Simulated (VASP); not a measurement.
A run of VASP 6.6.1:

File INCAR:

```
PREC = Accurate ; ENCUT = 520
EDIFF = 1E-6 ; ISMEAR = 0
SIGMA = 0.1 ; LREAL = False
LASPH = True ; NELM = 80
ALGO = Normal ; ISIF = 2
LWAVE = False ; LCHARG = False
GGA = PS ; NBANDS = 54
```

Contents of KPOINTS:

```
Automatic mesh
0
Gamma
  12 12 8
```

File POSCAR:

```
Cr2N
1.0
    4.5706589078      0.0000000000      0.0000000000
   -2.2853294539      3.9583067262      0.0000000000
    0.0000000000      0.0000000000      4.2278177099
Cr N
6 3
Direct
    0.3297542515      0.0000000000      0.2483929945
    0.0000000000      0.3297542515      0.2483929945
    0.6702457485      0.6702457485      0.2483929945
    0.0000000000      0.6702457485      0.7516070055
    0.6702457485      0.0000000000      0.7516070055
    0.3297542515      0.3297542515      0.7516070055
    0.3333333333      0.6666666667      0.5000000000
    0.6666666667      0.3333333333      0.5000000000
    0.0000000000      0.0000000000      0.0000000000
```

Potentials or basis: VASP PAW PBE potentials, release 64 (Cr_pv, N).

The run is started by

```bash
$ cat potpaw_PBE.64/Cr_pv/POTCAR potpaw_PBE.64/N/POTCAR > POTCAR
$ mpirun -np 1 vasp_std > vasp.out
```

Hardware: 1 thread of Intel(R) Xeon(R) 6975P-C (Granite Rapids) (shared host).

**Question.** How long does it take, and how much memory?

**Answer.** Run time: 4.6 min on 1 thread of Intel(R) Xeon(R) 6975P-C (Granite Rapids), on a shared host, peak memory 0.46 GiB. Counts: scf iterations 17, k points 131.
